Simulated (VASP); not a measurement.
A run of VASP 6.6.1 is set up as follows.

POSCAR

```
BaZrO3
1.0
    4.1815000000      0.0000000000      0.0000000000
    0.0000000000      4.1815000000      0.0000000000
    0.0000000000      0.0000000000      4.1815000000
Ba Zr O
1 1 3
Direct
    0.5000000000      0.4936586143      0.4936586143
    0.0000000000      0.0000000000      0.0000000000
    0.5000000000      0.0000000000      0.0000000000
    0.0000000000      0.5000000000      0.0000000000
    0.0000000000      0.0000000000      0.5000000000
```

File INCAR.step1:

```
SYSTEM = BaZrO3
ALGO = Normal
EDIFF = 1E-4
ENCUT = 520
GGA = PE
ISMEAR = 0
LASPH = .True.
LCHARG = .False.
LREAL = .False.
LWAVE = .True.
NBANDS = 28
NELM = 60
PREC = Accurate
SIGMA = 0.05
```

INCAR.step2

```
SYSTEM = BaZrO3
ALGO = Normal
EDIFF = 1E-7
ENCUT = 520
ISIF = 2
ISMEAR = 0
ISTART = 1
LASPH = .True.
LCHARG = .False.
LMIXTAU = .True.
LREAL = .False.
LWAVE = .False.
METAGGA = R2SCAN
NBANDS = 28
NELM = 60
PREC = Accurate
SIGMA = 0.05
```

KPOINTS

```
k-points
0
Gamma
  6 6 6
  0 0 0
```

Potentials or basis: VASP PAW PBE potentials, release 64 (Ba_sv, Zr_sv, O).

The run is started by

```console
$ cat potpaw_PBE.64/Ba_sv/POTCAR potpaw_PBE.64/Zr_sv/POTCAR potpaw_PBE.64/O/POTCAR > POTCAR
$ cp INCAR.step1 INCAR
$ mpirun -np 1 vasp_std > vasp.out
$ cp INCAR.step2 INCAR
$ mpirun -np 1 vasp_std > vasp.out
```

Q: Predict the pressure.

A: 4.0 GPa.

Q: Estimate the largest force.

A: 0.168 eV/Å.

Q: What does it give for the band gap on the k mesh?

A: 3.72 eV (least direct gap 3.96 eV).

Forces on the atoms (eV/Å):
```
Ba   0.000  0.119  0.119
Zr   0.000 -0.100 -0.100
O    0.000  0.007  0.007
O    0.000 -0.033  0.007
O    0.000  0.007 -0.033
```

Caveat: the cell differs from its parent crystal (all Ba atoms moved +0.037 Å, as atom 1 towards its neighbour atom 3 (O) at 2.957 Å); the cell stands under pressure; the PAW data sets were made with another functional, which shifts forces and pressure a little; spin-orbit coupling is left out, which moves the levels of the heavy elements. A k mesh can miss the band edges.
